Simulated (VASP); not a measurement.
# Al2Cu (Pmm2) in VASP: a series of runs

Al2Cu is run at these levels: PBEsol; tasks: single point.

All numbers are computed with VASP 6.6.1; they aren't measurements. Logs are shortened: lines on timing, memory, paths and dates and some standing lists are left out, and cuts for length are marked.

### Step 1. The cell of the first run

It takes space group Pmm2 (No. 25, orthorhombic). The conventional cell has a = 2.713 Å, b = 4.180 Å, c = 4.180 Å, α = 90.00°, β = 90.00°, γ = 90.00°. Within 3.2 Å of Al (site symmetry mm2) lie 4 Cu at 2.41 to 2.58 Å and 6 Al at 2.71 to 3.19 Å. Within 3.3 Å of Al (site symmetry mm2) lie 4 Cu at 2.53 Å and 6 Al at 2.71 to 3.19 Å. Within 3.2 Å of Cu (site symmetry mm2) lie 8 Al at 2.41 to 2.58 Å and 2 Cu at 2.71 Å.

### Step 2. Single point, PBEsol (mode 4 frozen in at -0.297 Å, strain +e along z and -e/2 along x and y -0.0467)

The input, INCAR:

```
PREC = Accurate
ENCUT = 520
EDIFF = 1E-6
ISMEAR = 0
SIGMA = 0.15
LREAL = False
LASPH = True
NELM = 80
ALGO = Fast
ISIF = 2
LWAVE = False
LCHARG = False
GGA = PS
NBANDS = 16
```

The input, KPOINTS:

```
regular mesh
0
Gamma
  10 10 14
```

The input, POSCAR:

```
Al2Cu
1.0
    4.1795741489      0.0000000000      0.0000000000
    0.0000000000      4.1795741489      0.0000000000
    0.0000000000      0.0000000000      2.7129911133
Al Cu
2 1
Direct
    0.5049764728      0.0000000000      0.5000000000
   -0.0726456654      0.5000000000      0.5000000000
    0.0287322400      0.0000000000      0.0000000000
```

Potentials or basis: VASP PAW PBE potentials, release 64 (Al, Cu).

On the command line:

```sh
$ cat potpaw_PBE.64/Al/POTCAR potpaw_PBE.64/Cu/POTCAR > POTCAR
$ mpirun -np 1 vasp_std > vasp.out
```

OUTCAR:

```text
PREC = Accurate
   ENCUT = 520
   EDIFF = 1E-6
   ISMEAR = 0
   LREAL = False
   LASPH = True
   NELM = 80
   ISIF = 2
   GGA = PS

 ion  position               nearest neighbor table
   1  0.505  0.000  0.500-   3 2.41   3 2.41   3 2.58   3 2.58   2 2.74   2 2.74   2 3.19   2 3.19

   2  0.927  0.500  0.500-   3 2.53   3 2.53   3 2.53   3 2.53   1 2.74   1 2.74   1 3.19   1 3.19

   3  0.029  0.000  0.000-   1 2.41   1 2.41   2 2.53   2 2.53   2 2.53   2 2.53   1 2.58   1 2.58

  LATTYP: Found a simple tetragonal cell.
 ALAT       =     4.1795741489
 C/A-ratio  =     0.6491070661

  Lattice vectors:

 A1 = (   4.1795741489,   0.0000000000,   0.0000000000)
 A2 = (   0.0000000000,   4.1795741489,   0.0000000000)
 A3 = (   0.0000000000,   0.0000000000,   2.7129911133)

Analysis of symmetry for initial positions (statically):
=====================================================================
 Subroutine PRICEL returns:
 Original cell was already a primitive cell.

 Routine SETGRP: Setting up the symmetry group for a
 simple tetragonal supercell.

 Subroutine GETGRP returns: Found  4 space group operations
 (whereof  4 operations were pure point group operations)
 out of a pool of 16 trial point group operations.

The static configuration has the point symmetry C_2v.

Analysis of symmetry for dynamics (positions and initial velocities):
=====================================================================
 Subroutine PRICEL returns:
 Original cell was already a primitive cell.

 Routine SETGRP: Setting up the symmetry group for a
 simple tetragonal supercell.

 Subroutine GETGRP returns: Found  4 space group operations
 (whereof  4 operations were pure point group operations)
 out of a pool of 16 trial point group operations.

The dynamic configuration has the point symmetry C_2v.

 Subroutine INISYM returns: Found  4 space group operations
 (whereof  4 operations are pure point group operations),
 and found     1 'primitive' translations

----------------------------------------------------------------------------------------

                                     Primitive cell

  volume of cell :      47.3928

  direct lattice vectors                    reciprocal lattice vectors
     4.179574149  0.000000000  0.000000000     0.239258825  0.000000000  0.000000000
     0.000000000  4.179574149  0.000000000     0.000000000  0.239258825  0.000000000
     0.000000000  0.000000000  2.712991113     0.000000000  0.000000000  0.368596858

  length of vectors
     4.179574149  4.179574149  2.712991113     0.239258825  0.239258825  0.368596858

  position of ions in fractional coordinates (direct lattice)
     0.504976473  0.000000000  0.500000000
     0.927354335  0.500000000  0.500000000
     0.028732240  0.000000000  0.000000000

  ion indices of the primitive-cell ions
   primitive index   ion index
                 1           1
                 2           2
                 3           3

----------------------------------------------------------------------------------------

 KPOINTS: regular mesh

Automatic generation of k-mesh.
 Grid dimensions read from file:
 generate k-points for:   10   10   14

 Generating k-lattice:

  Cartesian coordinates                     Fractional coordinates (reciprocal lattice)
     0.023925883  0.000000000  0.000000000     0.100000000  0.000000000  0.000000000
     0.000000000  0.023925883  0.000000000     0.000000000  0.100000000  0.000000000
     0.000000000  0.000000000  0.026328347     0.000000000  0.000000000  0.071428571

  Length of vectors
     0.023925883  0.023925883  0.026328347

  Shift w.r.t. Gamma in fractional coordinates (k-lattice)
     0.000000000  0.000000000  0.000000000

 Subroutine IBZKPT returns following result:
 ===========================================

 Found    288 irreducible k-points:

 Following reciprocal coordinates:
            Coordinates               Weight
  0.000000  0.000000  0.000000      1.000000
  0.100000  0.000000  0.000000      2.000000
  0.000000  0.100000  0.000000      2.000000
[... 52 lines left out ...]
  band No.  band energies     occupation
      1      -2.2319      2.00000
      2      -0.1453      2.00000
      3       2.2005      2.00000
      4       2.6928      2.00000
      5       2.8221      2.00000
      6       3.3186      2.00000
[... 8 lines left out ...]
     15      18.7015      0.00000
     16      18.8255      0.00000

 k-point     9 :       0.0000    0.4000    0.0000
  band No.  band energies     occupation
      1      -2.2434      2.00000
      2      -0.1794      2.00000
      3       2.1514      2.00000
      4       2.7978      2.00000
      5       2.9262      2.00000
      6       3.3336      2.00000
[... 8 lines left out ...]
     15      18.7805      0.00000
     16      19.1777      0.00000
[... 172 lines left out ...]
 k-point    19 :       0.5000    0.1000    0.0000
  band No.  band energies     occupation
      1      -1.8494      2.00000
      2      -0.4940      2.00000
      3       2.1772      2.00000
      4       2.6293      2.00000
      5       2.8005      2.00000
      6       3.3174      2.00000
[... 8 lines left out ...]
     15      18.1258      0.00000
     16      18.5184      0.00000

 k-point    20 :      -0.1000    0.5000    0.0000
  band No.  band energies     occupation
      1      -1.8617      2.00000
      2      -0.5280      2.00000
      3       2.1334      2.00000
      4       2.7731      2.00000
      5       2.8801      2.00000
      6       3.3324      2.00000
[... 8 lines left out ...]
     15      18.4788      0.00000
     16      19.1076      0.00000

 k-point    21 :       0.2000    0.2000    0.0000
  band No.  band energies     occupation
      1      -2.7677      2.00000
      2       1.2473      2.00000
      3       1.9367      2.00000
      4       2.6901      2.00000
      5       3.3276      2.00000
      6       3.4024      2.00000
[... 8 lines left out ...]
     15      18.1858      0.00000
     16      20.3052      0.00000

 k-point    22 :       0.3000    0.2000    0.0000
  band No.  band energies     occupation
      1      -2.3832      2.00000
      2       0.8086      2.00000
      3       1.8751      2.00000
      4       2.6001      2.00000
      5       3.0294      2.00000
      6       3.3231      2.00000
[... 8 lines left out ...]
     15      18.8451      0.00000
     16      19.7611      0.00000

 k-point    23 :      -0.2000    0.3000    0.0000
  band No.  band energies     occupation
      1      -2.3866      2.00000
      2       0.7679      2.00000
      3       1.8849      2.00000
      4       2.6495      2.00000
      5       3.1607      2.00000
      6       3.3282      2.00000
[... 8 lines left out ...]
     15      18.8418      0.00000
     16      19.7026      0.00000

 k-point    24 :       0.4000    0.2000    0.0000
  band No.  band energies     occupation
      1      -1.9057      2.00000
      2       0.1013      2.00000
      3       1.9649      2.00000
      4       2.5368      2.00000
      5       2.8519      2.00000
      6       3.3195      2.00000
[... 8 lines left out ...]
     15      18.7603      0.00000
     16      19.0720      0.00000

 [... further k-points ...]
[... 5 lines left out ...]
  --------------------------------------------------------------------------------------
  -------------------------------------------------------------------------------------
  Total        0.8124377     -0.1524157      1.1956445      0.0000000      0.0000000      0.0000000
  in kB       27.4655429     -5.1526172     40.4203648      0.0000000      0.0000000      0.0000000
  external PRESSURE =      20.9110968 kB  Pullay stress =       0.0000000 kB

 VOLUME and BASIS-vectors are now :
 -----------------------------------------------------------------------------
  energy-cutoff  :      520.00
  volume of cell :       47.39
      direct lattice vectors                 reciprocal lattice vectors
     4.179574149  0.000000000  0.000000000     0.239258825  0.000000000  0.000000000
     0.000000000  4.179574149  0.000000000     0.000000000  0.239258825  0.000000000
     0.000000000  0.000000000  2.712991113     0.000000000  0.000000000  0.368596858

 POSITION                                       TOTAL-FORCE (eV/Angst)
 -----------------------------------------------------------------------------------
      2.11059      0.00000      1.35650         0.082582      0.000000      0.000000
      3.87595      2.08979      1.35650         0.537688      0.000000      0.000000
      0.12009      0.00000      0.00000        -0.620269      0.000000      0.000000
 -----------------------------------------------------------------------------------
    total drift:                                0.001794     -0.000000     -0.000011

  FREE ENERGIE OF THE ION-ELECTRON SYSTEM (eV)
  ---------------------------------------------------
  free  energy   TOTEN  =       -12.4258036881 eV

  energy  without entropy=      -12.4166305149  energy(sigma->0) =      -12.42121710
```

It took 2.3 min on 1 thread of Intel Xeon Platinum 8259CL at 2.50GHz (Skylake/Cascade Lake), shared host; peak memory 0.32 GiB.

What came out:

```yaml
Free_energy: -12.4258 eV
Pressure: 2.1 GPa
Largest_force: 0.620 eV/Å
```

Forces in eV/Å, atoms in the order of the input:
```
Al   0.083  0.000  0.000
Al   0.538  0.000  0.000
Cu  -0.620  0.000  0.000
```

Levels at points of the mesh, in eV from the Fermi level:
| k point | band 7 | band 8 | band 9 | band 10 | band 11 | band 12 |
| --- | --- | --- | --- | --- | --- | --- |
| (0.00, 0.00, 0.00) | -2.76 | -2.74 | -0.59 | 0.28 | 5.24 | 5.81 |
| (0.50, 0.00, 0.00) | -3.93 | -1.41 | 0.76 | 1.09 | 1.72 | 7.64 |
| (0.00, 0.50, 0.00) | -3.95 | -1.61 | 0.39 | 1.30 | 2.11 | 7.72 |
| (0.50, 0.50, 0.00) | -4.02 | -3.94 | -2.66 | 8.20 | 8.22 | 9.10 |
| (0.00, 0.00, 0.50) | -2.73 | 1.75 | 2.38 | 2.67 | 2.69 | 3.04 |
| (0.50, 0.00, 0.50) | -3.23 | -2.01 | -1.41 | 3.26 | 3.98 | 5.12 |
| (0.00, 0.50, 0.50) | -2.94 | -2.12 | -1.41 | 3.64 | 4.17 | 4.36 |
| (0.50, 0.50, 0.50) | -2.47 | -2.19 | -0.82 | -0.34 | 0.22 | 0.81 |

Caveat: the cell differs from its parent crystal (mode 4 frozen in at -0.297 Å, strain +e along z and -e/2 along x and y -0.0467); the PAW data sets were made with another functional, which shifts forces and pressure a little.

### Step 3. Single point, PBEsol (mode 4 frozen in at -0.148 Å, strain +e along z and -e/2 along x and y -0.0700)

The input, INCAR:

```
SYSTEM = Al2Cu
PREC = Accurate
ENCUT = 520
EDIFF = 1E-6
ISMEAR = 0
SIGMA = 0.15
LREAL = .False.
LASPH = .True.
NELM = 80
ALGO = Fast
ISIF = 2
LWAVE = .False.
LCHARG = .False.
GGA = PS
NBANDS = 16
```

The input, KPOINTS:

```
regular mesh
0
Gamma
  10 10 14
  0 0 0
```

The input, POSCAR:

```
Al2Cu
1.0
    4.2271551709      0.0000000000      0.0000000000
    0.0000000000      4.2271551709      0.0000000000
    0.0000000000      0.0000000000      2.6466817742
Al Cu
2 1
Direct
    0.5024873978      0.0000000000      0.5000000000
   -0.0363105904      0.5000000000      0.5000000000
    0.0143612780      0.0000000000      0.0000000000
```

Potentials or basis: VASP PAW PBE potentials, release 64 (Al, Cu).

On the command line:

```sh
$ cat potpaw_PBE.64/Al/POTCAR potpaw_PBE.64/Cu/POTCAR > POTCAR
$ mpirun -np 1 vasp_std > vasp.out
```

Run time: 79 s. Hardware: 1 thread of Intel Xeon 6975P-C (Granite Rapids), shared host; peak memory 0.31 GiB.

Results (log left out):

```yaml
Free_energy: -12.4546 eV
Pressure: 2.0 GPa
Largest_force: 0.271 eV/Å
```

Forces in eV/Å, atoms in the order of the input:
```
Al   0.089  0.000  0.000
Al   0.183  0.000  0.000
Cu  -0.271  0.000  0.000
```

Stress tensor (GPa, compression positive):
```
-0.80  0.00  0.00
 0.00 -1.84  0.00
 0.00  0.00  8.74
```

Levels at points of the mesh, in eV from the Fermi level:
| k point | band 6 | band 7 | band 8 | band 9 | band 10 | band 11 | band 12 | band 13 |
| --- | --- | --- | --- | --- | --- | --- | --- | --- |
| (0.00, 0.00, 0.00) | -3.95 | -2.97 | -2.95 | -0.88 | 0.31 | 4.96 | 5.11 | 6.44 |
| (0.50, 0.00, 0.00) | -3.98 | -3.95 | -1.76 | 0.73 | 1.01 | 1.24 | 7.32 | 8.82 |
| (0.00, 0.50, 0.00) | -3.97 | -3.96 | -1.82 | 0.58 | 0.97 | 1.49 | 7.36 | 8.66 |
| (0.50, 0.50, 0.00) | -4.58 | -3.98 | -3.96 | -2.61 | 7.94 | 7.95 | 8.61 | 8.61 |
| (0.00, 0.00, 0.50) | -4.18 | -2.61 | 1.71 | 2.63 | 2.72 | 2.85 | 3.01 | 3.71 |
| (0.50, 0.00, 0.50) | -4.25 | -3.10 | -1.96 | -1.10 | 3.79 | 3.86 | 5.06 | 5.12 |
| (0.00, 0.50, 0.50) | -4.27 | -3.02 | -1.99 | -1.10 | 3.69 | 4.18 | 4.68 | 5.22 |
| (0.50, 0.50, 0.50) | -3.02 | -2.45 | -2.37 | -0.23 | -0.17 | 0.48 | 0.70 | 2.43 |

Caveat: the cell differs from its parent crystal (mode 4 frozen in at -0.148 Å, strain +e along z and -e/2 along x and y -0.0700); the PAW data sets were made with another functional, which shifts forces and pressure a little.

### Step 4. Single point, PBEsol (mode 4 frozen in at -0.445 Å, strain +e along z and -e/2 along x and y -0.0233)

The input, INCAR:

```
SYSTEM = Al2Cu
PREC = Accurate ; ENCUT = 520
EDIFF = 1E-7 ; ISMEAR = 0
SIGMA = 0.15 ; LREAL = .FALSE.
LASPH = .TRUE. ; NELM = 100
ALGO = Fast ; ISIF = 2
LWAVE = .FALSE. ; LCHARG = .TRUE.
GGA = PS ; LELF = .TRUE.
LVHAR = .TRUE. ; NBANDS = 16
```

The input, KPOINTS:

```
regular mesh
0
G
  10 10 14
  0 0 0
```

The input, POSCAR:

```
Al2Cu
1.0
    4.1317889166      0.0000000000      0.0000000000
    0.0000000000      4.1317889166      0.0000000000
    0.0000000000      0.0000000000      2.7795850418
Al Cu
2 1
Direct
    0.5074638706      0.0000000000      0.5000000000
   -0.1089562558      0.5000000000      0.5000000000
    0.0430935180      0.0000000000      0.0000000000
```

On the command line:

```sh
$ cat potpaw_PBE.64/Al/POTCAR potpaw_PBE.64/Cu/POTCAR > POTCAR
$ mpirun -np 1 vasp_std > vasp.out
```

Run time: 1.7 min. Hardware: 1 thread of Intel Xeon 6975P-C (Granite Rapids), shared host; peak memory 0.32 GiB.

Results (log left out):

```
Free energy   : -12.2553 eV
Pressure      : 3.1 GPa
Largest force : 1.104 eV/Å
```

Forces on the atoms (eV/Å):
```
Al  -0.042  0.000  0.000
Al   1.104  0.000  0.000
Cu  -1.062  0.000  0.000
```

Stress tensor (GPa, compression positive):
```
6.40 0.00 0.00
0.00 1.73 0.00
0.00 0.00 1.18
```

Levels at points of the mesh, in eV from the Fermi level:
| k point | band 6 | band 7 | band 8 | band 9 | band 10 | band 11 | band 12 | band 13 |
| --- | --- | --- | --- | --- | --- | --- | --- | --- |
| (0.00, 0.00, 0.00) | -3.81 | -2.51 | -2.46 | -0.33 | 0.30 | 5.54 | 6.64 | 7.16 |
| (0.50, 0.00, 0.00) | -3.98 | -3.80 | -1.00 | 0.86 | 1.17 | 2.19 | 8.07 | 8.66 |
| (0.00, 0.50, 0.00) | -3.96 | -3.83 | -1.35 | 0.35 | 1.66 | 2.70 | 8.05 | 8.57 |
| (0.50, 0.50, 0.00) | -4.12 | -3.98 | -3.83 | -2.70 | 8.40 | 8.48 | 9.25 | 9.72 |
| (0.00, 0.00, 0.50) | -4.02 | -2.77 | 1.82 | 2.04 | 2.30 | 2.82 | 3.51 | 3.78 |
| (0.50, 0.00, 0.50) | -4.11 | -3.33 | -1.97 | -1.69 | 2.71 | 4.28 | 5.19 | 5.20 |
| (0.00, 0.50, 0.50) | -3.93 | -2.82 | -2.16 | -1.68 | 3.67 | 4.10 | 4.26 | 5.52 |
| (0.50, 0.50, 0.50) | -3.06 | -2.46 | -1.91 | -1.36 | -0.38 | -0.03 | 0.95 | 2.13 |

Caveat: the cell differs from its parent crystal (mode 4 frozen in at -0.445 Å, strain +e along z and -e/2 along x and y -0.0233); the PAW data sets were made with another functional, which shifts forces and pressure a little.

### Step 5. Single point, PBEsol (mode 4 frozen in at -0.148 Å, strain +e along z and -e/2 along x and y -0.0233)

The input, INCAR:

```
SYSTEM = Al2Cu
PREC = Accurate ; ENCUT = 520
EDIFF = 1E-6 ; ISMEAR = 0
SIGMA = 0.15 ; LREAL = .False.
LASPH = .True. ; NELM = 100
ALGO = Fast ; ISIF = 2
LWAVE = .False. ; LCHARG = .False.
GGA = PS ; NBANDS = 16
```

The input, KPOINTS:

```
Automatic mesh
0
Gamma
  10 10 14
  0 0 0
```

The input, POSCAR:

```
Al2Cu
1.0
    4.1317889166      0.0000000000      0.0000000000
    0.0000000000      4.1317889166      0.0000000000
    0.0000000000      0.0000000000      2.7795850418
Al Cu
2 1
Direct
    0.5024873978      0.0000000000      0.5000000000
   -0.0363105904      0.5000000000      0.5000000000
    0.0143612780      0.0000000000      0.0000000000
```

On the command line:

```sh
$ cat potpaw_PBE.64/Al/POTCAR potpaw_PBE.64/Cu/POTCAR > POTCAR
$ mpirun -np 1 vasp_std > vasp.out
```

It took 82 s on 1 thread of Intel Xeon 6975P-C (Granite Rapids), shared host; peak memory 0.32 GiB.

Results (log left out):

* Free energy: -12.5324 eV
* Pressure: 0.7 GPa
* Largest force: 0.301 eV/Å

Forces in eV/Å, atoms in the order of the input:
```
Al   0.015  0.000  0.000
Al   0.286  0.000  0.000
Cu  -0.301  0.000  0.000
```

Stress tensor (GPa, compression positive):
```
 0.37  0.00  0.00
 0.00 -0.37  0.00
 0.00  0.00  2.12
```

Levels at points of the mesh, in eV from the Fermi level:
| k point | band 6 | band 7 | band 8 | band 9 | band 10 | band 11 | band 12 | band 13 |
| --- | --- | --- | --- | --- | --- | --- | --- | --- |
| (0.00, 0.00, 0.00) | -4.09 | -2.66 | -2.66 | -0.39 | 0.58 | 5.68 | 5.85 | 6.85 |
| (0.50, 0.00, 0.00) | -4.13 | -4.08 | -1.36 | 1.25 | 1.31 | 1.73 | 7.99 | 8.51 |
| (0.00, 0.50, 0.00) | -4.11 | -4.10 | -1.41 | 0.93 | 1.56 | 1.85 | 8.02 | 8.50 |
| (0.50, 0.50, 0.00) | -4.42 | -4.12 | -4.10 | -2.58 | 8.40 | 8.42 | 9.46 | 9.60 |
| (0.00, 0.00, 0.50) | -4.19 | -2.92 | 2.10 | 2.53 | 2.65 | 2.67 | 2.80 | 3.39 |
| (0.50, 0.00, 0.50) | -4.27 | -3.19 | -2.31 | -1.54 | 3.56 | 3.89 | 4.78 | 5.06 |
| (0.00, 0.50, 0.50) | -4.26 | -3.11 | -2.34 | -1.54 | 3.80 | 3.87 | 4.44 | 5.13 |
| (0.50, 0.50, 0.50) | -3.37 | -2.42 | -2.34 | -0.79 | -0.65 | 0.12 | 0.30 | 2.31 |

Caveat: the cell differs from its parent crystal (mode 4 frozen in at -0.148 Å, strain +e along z and -e/2 along x and y -0.0233); the PAW data sets were made with another functional, which shifts forces and pressure a little.

### Step 6. Overview

| cell | further INCAR settings | gap on the mesh (eV) | pressure (GPa) | largest force (eV/Å) |
| --- | --- | --- | --- | --- |
| a = 4.180, b = 4.180, c = 2.713 Å, 3 atoms | ALGO = Fast; EDIFF = 1e-06; NBANDS = 16 | none | 2.1 | 0.62 |
| a = 4.227, b = 4.227, c = 2.647 Å, 3 atoms | ALGO = Fast; EDIFF = 1e-06; NBANDS = 16 | none | 2.0 | 0.27 |
| a = 4.132, b = 4.132, c = 2.780 Å, 3 atoms | ALGO = Fast; EDIFF = 1e-07; NBANDS = 16 | none | 3.1 | 1.10 |
| a = 4.132, b = 4.132, c = 2.780 Å, 3 atoms | ALGO = Fast; EDIFF = 1e-06; NBANDS = 16 | none | 0.7 | 0.30 |

Some of these runs hold the atoms at other places in the same cell, which the table doesn't show; runs alike in all that it shows share one row.

Alike in all rows: task single point; level PBEsol; potentials or basis VASP PAW PBE potentials, release 64 (Al, Cu); no spin polarisation; k mesh 10 × 10 × 14; cutoff (eV) 520; smearing gaussian 0.15 eV.

Caveats: the PAW data sets were made with another functional, which shifts forces and pressure a little.

Absolute energies hang on the potentials; compare differences alone.
